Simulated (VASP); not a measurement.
Runs of VASP 6.6.1 on CuB5. The structure is that of space group P6/mmm (No. 191), or close to it. The cells are those of the table. 

| task | cell | k mesh | cutoff (eV) | gap on the mesh (eV) | pressure (GPa) |
| --- | --- | --- | --- | --- | --- |
| single point | a = 3.654, b = 3.654, c = 3.870 Å, angles 90.0, 90.0, 120.0°, 6 atoms | 6 × 6 × 4 | 520 | none | 31.7 |
| relaxation of cell and atoms | relaxed from a = 3.775, b = 3.775, c = 4.218 Å, angles 90.0, 90.0, 120.0°, 6 atoms | 12 × 12 × 10 | 600 | none | -0.1 |
| single point | a = 3.775, b = 3.775, c = 4.218 Å, angles 90.0, 90.0, 120.0°, 6 atoms | 6 × 6 × 4 | 520 | none | (a) |
| single point | a = 3.783, b = 3.783, c = 4.165 Å, angles 90.0, 90.0, 120.0°, 6 atoms | 12 × 12 × 10 | 520 | none | -0.1 |
| relaxation of cell and atoms | relaxed from a = 3.654, b = 3.654, c = 3.870 Å, angles 90.0, 90.0, 120.0°, 6 atoms | 6 × 6 × 4 | 600 | none | 0.6 |

Alike in all rows: level PBE; potentials or basis VASP PAW PBE potentials, release 64 (Cu, B); no spin polarisation; smearing gaussian 0.1 eV.

Q: Fill in the values left out.

A: (a) 0.0.

Caveats: some runs use coarse meshes.

A gap of «none» marks levels without a gap at the run's occupations.
